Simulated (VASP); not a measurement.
# AlCo4 (R-3m) in VASP: single point with PBE

Aim: the single point of AlCo4 with PBE.

Program: VASP 6.6.1. These are calculated values, not measurements. Logs are shortened: lines on timing, memory, paths and dates and some standing lists are left out, and cuts for length are marked.

## (1) The cell of the first run

The structure is trigonal, space group R-3m (No. 166). Conventional cell: a = 2.579 Å, b = 2.579 Å, c = 29.923 Å, α = 90.00°, β = 90.00°, γ = 120.00°. Al (site symmetry -3m) has 6 Co at 2.52 Å and 6 Al at 2.58 Å within 3.3 Å. Within 3.2 Å of Co (site symmetry 3m) lie 9 Co at 2.45 to 2.58 Å and 3 Al at 2.52 Å. Within 3.2 Å of Co (site symmetry 3m) lie 12 Co at 2.45 to 2.58 Å.

## (2) Single point, PBE, collinear spin, ferromagnetic start

The input, INCAR:

```
PREC = Accurate
ENCUT = 520
EDIFF = 1E-6
ISMEAR = 0
SIGMA = 0.1
LREAL = F
LASPH = T
NELM = 150
ALGO = Normal
ISIF = 2
LWAVE = F
LCHARG = F
ISPIN = 2
MAGMOM = 0 3 3 3 3
LORBIT = 11
LMAXMIX = 4
GGA = PE
NBANDS = 32
```

The input, KPOINTS:

```
regular mesh
0
Gamma
  6 6 6
```

The input, POSCAR:

```
AlCo4
1.0
    1.2893368000      0.7443989500      9.9743614200
   -1.2893368000      0.7443989500      9.9743614200
    0.0000000000     -1.4887979000      9.9743614200
Al Co
1 4
Direct
    0.0000000000      0.0000000000      0.0000000000
    0.5988550200      0.5988550200      0.5988550200
    0.2003210000      0.2003210000      0.2003210000
    0.7996790000      0.7996790000      0.7996790000
    0.4011449800      0.4011449800      0.4011449800
```

Potentials or basis: VASP PAW PBE potentials, release 64 (Al, Co).

Started as:

```console
$ cat potpaw_PBE.64/Al/POTCAR potpaw_PBE.64/Co/POTCAR > POTCAR
$ mpirun -np 1 vasp_std > vasp.out
```

OUTCAR:

```text
PREC = Accurate
   ENCUT = 520
   EDIFF = 1E-6
   ISMEAR = 0
   LREAL = F
   LASPH = T
   NELM = 150
   ISIF = 2
   ISPIN = 2
   LORBIT = 11
   GGA = PE

 ion  position               nearest neighbor table
   1  0.000  0.000  0.000-   2 2.52   2 2.52   5 2.52   5 2.52   2 2.52   5 2.52
   2  0.599  0.599  0.599-   3 2.45   3 2.45   3 2.45   1 2.52   1 2.52   1 2.52
   3  0.200  0.200  0.200-   2 2.45   2 2.45   2 2.45   4 2.50   4 2.50   4 2.50
   4  0.800  0.800  0.800-   5 2.45   5 2.45   5 2.45   3 2.50   3 2.50   3 2.50
   5  0.401  0.401  0.401-   4 2.45   4 2.45   4 2.45   1 2.52   1 2.52   1 2.52

  LATTYP: Found a trigonal (rhomboedric) cell.
 ALAT       =    10.0848601833
 COS(alpha) =     0.9673093925

  Lattice vectors:

 A1 = (   1.2893368000,   0.7443989500,   9.9743614200)
 A2 = (  -1.2893368000,   0.7443989500,   9.9743614200)
 A3 = (   0.0000000000,  -1.4887979000,   9.9743614200)

Analysis of symmetry for initial positions (statically):
=====================================================================
 Subroutine PRICEL returns:
 Original cell was already a primitive cell.

 Routine SETGRP: Setting up the symmetry group for a
 trigonal (rhombohedral) supercell.

 Subroutine GETGRP returns: Found 12 space group operations
 (whereof 12 operations were pure point group operations)
 out of a pool of 12 trial point group operations.

The static configuration has the point symmetry D_3d.

Analysis of symmetry for dynamics (positions and initial velocities):
=====================================================================
 Subroutine PRICEL returns:
 Original cell was already a primitive cell.

 Routine SETGRP: Setting up the symmetry group for a
 trigonal (rhombohedral) supercell.

 Subroutine GETGRP returns: Found 12 space group operations
 (whereof 12 operations were pure point group operations)
 out of a pool of 12 trial point group operations.

The dynamic configuration has the point symmetry D_3d.

Analysis of structural, dynamic, and magnetic symmetry:
=====================================================================
 Subroutine PRICEL returns:
 Original cell was already a primitive cell.

 Routine SETGRP: Setting up the symmetry group for a
 trigonal (rhombohedral) supercell.

 Subroutine GETGRP returns: Found 12 space group operations
 (whereof 12 operations were pure point group operations)
 out of a pool of 12 trial point group operations.

The overall configuration has the point symmetry D_3d.

 Subroutine INISYM returns: Found 12 space group operations
 (whereof 12 operations are pure point group operations),
 and found     1 'primitive' translations

----------------------------------------------------------------------------------------

                                     Primitive cell

  volume of cell :      57.4392

  direct lattice vectors                    reciprocal lattice vectors
     1.289336800  0.744398950  9.974361420     0.387796269  0.223894280  0.033419015
    -1.289336800  0.744398950  9.974361420    -0.387796269  0.223894280  0.033419015
     0.000000000 -1.488797900  9.974361420     0.000000000 -0.447788559  0.033419015

  length of vectors
    10.084860183 10.084860183 10.084860184     0.449033880  0.449033880  0.449033879

  position of ions in fractional coordinates (direct lattice)
     0.000000000  0.000000000  0.000000000
     0.598855020  0.598855020  0.598855020
     0.200321000  0.200321000  0.200321000
     0.799679000  0.799679000  0.799679000
     0.401144980  0.401144980  0.401144980

  ion indices of the primitive-cell ions
   primitive index   ion index
                 1           1
                 2           2
                 3           3
                 4           4
                 5           5

----------------------------------------------------------------------------------------

[... 25 lines left out ...]
            Coordinates               Weight
  0.000000  0.000000  0.000000      1.000000
  0.166667  0.000000  0.000000      6.000000
  0.333333  0.000000  0.000000      6.000000
  0.500000 -0.000000  0.000000      3.000000
  0.166667  0.166667  0.000000      6.000000
  0.333333  0.166667  0.000000     12.000000
[... 16 lines left out ...]
  0.500000  0.500000  0.166667      6.000000
 -0.333333  0.500000  0.166667     12.000000
 [... further k-points ...]
   k-points           NKPTS =     32   k-points in BZ     NKDIM =     32   number of bands    NBANDS=     32
   number of dos      NEDOS =    301   number of ions     NIONS =      5
   total plane-waves  NPLWV = 512000
   dimension x,y,z NGX =    80 NGY =   80 NGZ =   80
   dimension x,y,z NGXF=   160 NGYF=  160 NGZF=  160
   ions per type =               1   4
   NGX,Y,Z   is equivalent  to a cutoff of  13.19, 13.19, 13.19 a.u.
   NGXF,Y,Z  is equivalent  to a cutoff of  26.38, 26.38, 26.38 a.u.
 SYSTEM =  unknown system
   PREC   = accura    normal or accurate (medium, high low for compatibility)
   ISTART =      0    job   : 0-new  1-cont  2-samecut
   ICHARG =      2    charge: 1-file 2-atom 10-const
   ISPIN  =      2    spin polarized calculation?
   LNONCOLLINEAR =      F non collinear calculations
   LSORBIT =      F    spin-orbit coupling
   LASPH  =      T    aspherical Exc in radial PAW
   ENCUT  =  520.0 eV  38.22 Ry    6.18 a.u.  18.75 18.75 18.75*2*pi/ulx,y,z
   NELM   =    150;   NELMIN=  2; NELMDL= -5     # of ELM steps
   EDIFF  = 0.1E-05   stopping-criterion for ELM
   LREAL  =      F    real-space projection
   EDIFFG = 0.1E-04   stopping-criterion for IOM
   NSW    =      0    number of steps for IOM
   IBRION =     -1    ionic relax: 0-MD 1-quasi-New 2-CG
   NFREE  =      0    steps in history (QN), initial steepest desc. (CG)
   ISIF   =      2    stress and relaxation
   ISYM   =      2    0-nonsym 1-usesym 2-fastsym
   POTIM  = 0.5000    time-step for ionic-motion
   TEBEG  =    0.0;   TEEND  =   0.0 temperature during run
   PSTRESS=    0.0 pullay stress
   NELECT =      39.0000    total number of electrons
   NUPDOWN=      -1.0000    fix difference up-down
   EMIN   =  10.00;   EMAX   =-10.00  energy-range for DOS
   EFERMI =   0.00;   METHOD = LEGACY
   ISMEAR =     0;   SIGMA  =   0.10  broadening in eV -4-tet -1-fermi 0-gaus
   EFERMI_NEDOS =   21; number of points for ismear=-14 and -15
   IALGO  =     38    algorithm
   IMIX   =      4    mixing-type and parameters
     AMIX     =   0.40;   BMIX     =  1.00
     AMIX_MAG =   1.60;   BMIX_MAG =  1.00
  volume/ion in A,a.u.               =      11.49        77.52
  Fermi-wavevector in a.u.,A,eV,Ry     =   1.438888  2.719103 28.169469  2.070398
  Thomas-Fermi vector in A             =   2.557804
   LORBIT       =     11    0 simple, 1 ext, 2 COOP (PROOUT), +10 PAW based schemes
   GGA     = PE    functional components
   LHFCALC =     F    Hartree Fock is set to
   AEXX    =    0.0000 exact exchange contribution
   IVDW    =     0    specifies the selected vdW correction
   LEPSILON=     F    determine dielectric tensor
   LRPA    =     F    only Hartree local field effects (RPA)
 spin polarized calculation
 Gauss-broadening in eV      SIGMA  =   0.10
  energy-cutoff  :      520.00
  volume of cell :       57.44
 maximum number of plane-waves:      1568
 NGX is ok and might be reduce to    80
   NGX = 37   NGY = 37   NGZ = 37

 number of electron      39.0000003 magnetization      10.1251974

 number of electron      39.0000003 magnetization       5.6877246

 Free energy of the ion-electron system (eV)
  ---------------------------------------------------
  ext. energy  EPLUGINS =         0.00000000
  ---------------------------------------------------
  free energy    TOTEN  =       -32.09664630 eV

  energy without entropy =      -32.07564261  energy(sigma->0) =      -32.08614446

 E-fermi :  10.0491     XC(G=0): -12.7679

 val. band max:       10.0459819754   @ k =   0.5000   0.1667   0.1667
 cond. band min:      10.0593806525   @ k =  -0.1667   0.1667   0.1667
 fundamental gap:      0.0133986771
 Fermi energy:        10.0490751781

 spin component 1

 k-point     1 :       0.0000    0.0000    0.0000
  band No.  band energies     occupation
      1      -0.7729      1.00000
      2       2.1259      1.00000
      3       2.4017      1.00000
      4       4.9219      1.00000
      5       5.2496      1.00000
      6       7.1566      1.00000
[... 805 lines left out ...]
     30      18.2142      0.00000
     31      19.8651      0.00000

 [... further k-points ...]

 spin component 2

 k-point     1 :       0.0000    0.0000    0.0000
  band No.  band energies     occupation
      1      -0.8824      1.00000
      2       2.1206      1.00000
      3       2.3849      1.00000
      4       5.4350      1.00000
      5       5.6401      1.00000
      6       7.7084      1.00000
[... 805 lines left out ...]
     30      18.4982      0.00000
     31      20.2358      0.00000

 [... further k-points ...]

 [bands above 31 left out]

------------------------ aborting loop because EDIFF is reached ----------------------------------------

  FORCE on cell =-STRESS in cart. coord.  units (eV):
  Direction    XX          YY          ZZ          XY          YZ          ZX
  --------------------------------------------------------------------------------------
  -------------------------------------------------------------------------------------
  Total       -0.7574748     -0.7574748      0.5090607      0.0000000      0.0000000      0.0000000
  in kB      -21.1285795    -21.1285795     14.1994561      0.0000000      0.0000000      0.0000000
  external PRESSURE =      -9.3525676 kB  Pullay stress =       0.0000000 kB

 VOLUME and BASIS-vectors are now :
 -----------------------------------------------------------------------------
  energy-cutoff  :      520.00
  volume of cell :       57.44
      direct lattice vectors                 reciprocal lattice vectors
     1.289336800  0.744398950  9.974361420     0.387796269  0.223894280  0.033419015
    -1.289336800  0.744398950  9.974361420    -0.387796269  0.223894280  0.033419015
     0.000000000 -1.488797900  9.974361420     0.000000000 -0.447788559  0.033419015

 POSITION                                       TOTAL-FORCE (eV/Angst)
 -----------------------------------------------------------------------------------
      0.00000      0.00000      0.00000         0.000000      0.000000      0.000000
      0.00000      0.00000     17.91959         0.000000      0.000000     -0.025009
      0.00000      0.00000      5.99422         0.000000      0.000000     -0.053938
      0.00000      0.00000     23.92886         0.000000     -0.000000      0.053938
      0.00000      0.00000     12.00350         0.000000      0.000000      0.025009
 -----------------------------------------------------------------------------------
    total drift:                                0.000000      0.000000     -0.000000

  FREE ENERGIE OF THE ION-ELECTRON SYSTEM (eV)
  ---------------------------------------------------
  free  energy   TOTEN  =       -32.0966463034 eV

  energy  without entropy=      -32.0756426080  energy(sigma->0) =      -32.08614446

 total charge

# of ion       s       p       d       tot
------------------------------------------
    1        0.419   0.451   0.000   0.870
    2        0.465   0.504   7.310   8.279
    3        0.470   0.479   7.230   8.179
    4        0.470   0.479   7.230   8.179
    5        0.465   0.504   7.310   8.279
--------------------------------------------------
tot          2.289   2.417  29.079  33.785

 magnetization (x)

# of ion       s       p       d       tot
------------------------------------------
    1       -0.006  -0.026   0.000  -0.032
    2       -0.011  -0.037   1.345   1.298
    3       -0.012  -0.046   1.708   1.650
    4       -0.012  -0.046   1.708   1.650
    5       -0.011  -0.037   1.345   1.298
--------------------------------------------------
tot         -0.052  -0.191   6.107   5.864
```

It took 36 min on 1 thread of Intel Xeon Platinum 8375C at 2.90GHz (Ice Lake), shared host; peak memory 1.3 GiB.

What came out:

| Item | Value |
| --- | --- |
| Free energy | -32.0966 eV |
| Pressure | -0.9 GPa |
| Largest force | 0.054 eV/Å |
| Net moment | 5.69 μB per cell |
| Site moments | Al -0.03; Co +1.30, +1.65 μB |
| Valence electrons inside the program's atomic spheres | Al 0.87; Co 8.28, 8.18 |

Forces on the atoms (eV/Å):
```
Al   0.000  0.000  0.000
Co   0.000  0.000 -0.025
Co   0.000  0.000 -0.054
Co   0.000  0.000  0.054
Co   0.000  0.000  0.025
```

Caveat: the k points lie up to 0.47 Å⁻¹ apart.
